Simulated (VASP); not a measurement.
Wanted: the native input for a VASP 6.6.1 run.

```
Task                   : single point
Functional             : PBE
Potentials or basis    : VASP PAW PBE potentials, release 64 (Ge_d, Sb, Te)
Cutoff                 : 520 eV
k mesh                 : 6 × 6 × 2
Occupations            : gaussian, width 0.1 eV
Spin                   : no spin polarisation
Dipole correction      : no
Further INCAR settings : ALGO = Normal; EDIFF = 1e-06; NBANDS = 33
```

The structure of GeSb2Te4 lies in POSCAR:

```
GeSb2Te4
1.0
    5.4530413621      0.0000000000      0.0000000000
   -2.7265206811      4.7224723474      0.0000000000
    0.0000000000      0.0000000000      9.3502935272
Ge Sb Te
1 2 4
Direct
    0.0000000000      0.0000000000      0.6860509123
    0.3333333333      0.6666666667      0.2348484637
    0.6666666667      0.3333333333      0.2348484637
    0.3333333333      0.6666666667      0.5709839107
    0.6666666667      0.3333333333      0.5709839107
    0.3333333333      0.6666666667      0.9203850295
    0.6666666667      0.3333333333      0.9203850295
```

The cell was built from a structure type or drawn by symmetry, and may not be a known phase.

These files were run (other wordings do the same):

INCAR

```
ALGO     = Normal         # electronic algorithm
EDIFF    = 1E-6           # SCF threshold, eV
ENCUT    = 520            # plane-wave cutoff, eV
GGA      = PE             # functional
ISIF     = 2              # what is computed and relaxed
ISMEAR   = 0              # smearing method
LASPH    = True           # aspherical terms in the spheres
LCHARG   = False          # write CHGCAR
LREAL    = False          # projectors in reciprocal space
LWAVE    = False          # write WAVECAR
NBANDS   = 33             # bands
NELM     = 60             # most SCF steps
PREC     = Accurate       # precision mode
SIGMA    = 0.1            # smearing width, eV
```

KPOINTS

```
k-points
0
Gamma
  6 6 2
```

Potentials or basis: VASP PAW PBE potentials, release 64 (Ge_d, Sb, Te).

Command:

```console
$ cat potpaw_PBE.64/Ge_d/POTCAR potpaw_PBE.64/Sb/POTCAR potpaw_PBE.64/Te/POTCAR > POTCAR
$ mpirun -np 1 vasp_std > vasp.out
```

Results of the run:

```json
{
 "Pressure": "-0.1 GPa",
 "Largest force": "0.024 eV/Å",
 "Band gap on the k mesh": "zero (bands 24 and 25 overlap by 1.20 eV)"
}
```

Caveat: spin-orbit coupling is left out, which moves the levels of the heavy elements.

It took 3.2 min on 1 thread of Intel(R) Xeon(R) Platinum 8175M CPU @ 2.50GHz (Skylake/Cascade Lake) (shared host), peak memory 0.4 GiB.
